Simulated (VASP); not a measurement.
A run of VASP 6.6.1 is set up as follows.

Contents of INCAR:

```
PREC = Accurate ; ENCUT = 520
EDIFF = 1E-8 ; ISMEAR = -1
SIGMA = 0.03 ; LREAL = False
LASPH = True ; NELM = 60
ALGO = Normal ; ISIF = 2
LWAVE = False ; LCHARG = False
GGA = PS ; LEFG = True
NBANDS = 17
```

File KPOINTS:

```
regular mesh
0
Gamma
  10 10 10
```

POSCAR

```
TePb
1.0
    0.0000000000      3.1947300000      3.2270000000
    3.1947300000      0.0000000000      3.2270000000
    3.1947300000      3.1947300000      0.0000000000
Te Pb
1 1
Direct
    0.5000000000      0.5000000000      0.5000000000
    0.0000000000      0.0000000000      0.0000000000
```

Potentials or basis: VASP PAW PBE potentials, release 64 (Te, Pb_d).

Run with:

```console
$ cat potpaw_PBE.64/Te/POTCAR potpaw_PBE.64/Pb_d/POTCAR > POTCAR
$ mpirun -np 1 vasp_std > vasp.out
```

**Question.** Estimate the pressure.

**Answer.** 0.7 GPa.

**Question.** Predict the band gap on the k mesh.

**Answer.** 0.61 eV.

Electric field gradients, principal values (V/Å²):
```csv
atom,least,middle,greatest (by size)
1 Te,-2.571,-2.571,5.142
2 Pb,-16.544,-16.546,33.090
```

Caveat: the cell differs from its parent crystal (equal xx and yy strain of -1 %); without QUAD_EFG the Cq values of the log hold for a quadrupole moment of 1 mb, not for the nuclei; the PAW data sets were made with another functional, which shifts forces and pressure a little; spin-orbit coupling is left out, which moves the levels of the heavy elements. A k mesh can miss the band edges.
